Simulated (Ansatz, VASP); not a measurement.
One calculation of Pt, two programs

```
Pt
1.0
     0.00000    1.86108    1.95903
     1.86108    0.00000    1.95903
     1.86108    1.86108    0.00000
Pt
1
Direct
  0.00000 0.00000 0.00000
```

Change from the starting cell: strain -0.050 along x and y, +0.000 along z, atoms carried along.

Alike in both runs: task single point; functional PBEsol; k mesh 26 × 26 × 26; occupations gaussian, width 0.15 eV; no spin polarisation.

|  | VASP | Ansatz |
| --- | --- | --- |
| version | VASP 6.6.1 | Ansatz 0.2.0 |
| potentials or method | VASP PAW PBE potentials, release 64 (Pt), cutoff 520 eV | scalar-relativistic, plane waves, PAW |
| valence electrons in the cell | 10 | 18 |

Ansatz gave:

- gap on the k mesh at the Fermi level (eV): none
- pressure (GPa): 39.3
- traceless stress, the component that is largest in VASP (GPa): -6.46

Q: Which values does VASP return?

A: gap on the k mesh at the Fermi level (eV): none; pressure (GPa): 39.2; traceless stress, the component that is largest in VASP (GPa): -6.45.

VASP's potentials were made for PBE, not for PBEsol. A gap of «none» marks a metal or a gap that the smearing closes. Both programs put the cell under a high pressure, so it lies far from rest at this level. VASP's potentials hold 10 valence electrons a cell and Ansatz's 18, so a difference there can come from the potentials and not from the codes.

Spin-orbit coupling is off throughout.
